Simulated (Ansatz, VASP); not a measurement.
## One calculation of AlN, two programs

```
CELL_PARAMETERS angstrom
3.41775 0.00000 0.00000
-1.70887 2.95986 0.00000
0.00000 0.00000 3.95570
ATOMIC_POSITIONS crystal
Al 0.33333 0.66667 0.75000
Al 0.66667 0.33333 0.25000
N 0.33333 0.66667 0.25000
N 0.66667 0.33333 0.75000
```

Alike in both runs: task single point; functional PBEsol; k mesh 9 × 9 × 6; occupations gaussian, width 0.05 eV; no spin polarisation.

|  | VASP | Ansatz |
| --- | --- | --- |
| version | VASP 6.6.1 | Ansatz 0.2.0 |
| potentials or method | VASP PAW PBE potentials, release 64 (Al, N), cutoff 520 eV | scalar-relativistic, plane waves, PAW |
| valence electrons in the cell | 16 | 16 |

Ansatz gave:

| Property | Result |
| --- | --- |
| gap on the k mesh at the Fermi level (eV) | 3.40 |
| least direct gap on the mesh (eV) | 3.40 |
| pressure (GPa) | -4.3 |
| traceless stress, the component that is largest in VASP (GPa) | 11.06 |

**Question.** What did VASP give for the same quantities?

**Answer.** gap on the k mesh at the Fermi level (eV): 3.41; least direct gap on the mesh (eV): 3.41; pressure (GPa): -4.3; traceless stress, the component that is largest in VASP (GPa): 11.20.

VASP's potentials were made for PBE, not for PBEsol, and Ansatz warns of the same on its side.
